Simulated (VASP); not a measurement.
A run of VASP 6.6.1 is set up as follows.

File INCAR:

```
SYSTEM = Al2Cu
PREC = Accurate
ENCUT = 520
EDIFF = 1E-6
ISMEAR = 0
SIGMA = 0.15
LREAL = .FALSE.
LASPH = .TRUE.
NELM = 100
ALGO = Fast
ISIF = 2
LWAVE = .FALSE.
LCHARG = .FALSE.
GGA = PE
NBANDS = 26
```

KPOINTS

```
regular mesh
0
G
  12 12 12
  0 0 0
```

POSCAR

```
Al2Cu
1.0
   -3.1169745482      3.1169745482      2.3683689267
    3.1169745482     -3.1169745482      2.3683689267
    3.1169745482      3.1169745482     -2.3683689267
Al Cu
4 2
Direct
    0.1587211842      0.6587211842      0.8174423684
    0.6587211842      0.8412788158      0.5000000000
    0.8412788158      0.3412788158      0.1825576316
    0.3412788158      0.1587211842      0.5000000000
    0.7500000000      0.7500000000      0.0000000000
    0.2500000000      0.2500000000      0.0000000000
```

Potentials or basis: VASP PAW PBE potentials, release 64 (Al, Cu).

Run with:

```bash
$ cat potpaw_PBE.64/Al/POTCAR potpaw_PBE.64/Cu/POTCAR > POTCAR
$ mpirun -np 1 vasp_std > vasp.out
```

(1) Estimate the band gap on the k mesh.

(2) What does it give for the pressure?

(3) What does it give for the largest force?

Results:

(1) zero (bands 17 and 18 overlap by 4.46 eV).

(2) -2.3 GPa.

(3) 0.115 eV/Å.

Caveat: the cell differs from its parent crystal (strain +0.030 along x and y, -0.030 along z); the stress differs along the axes, from -5 to 3 GPa.
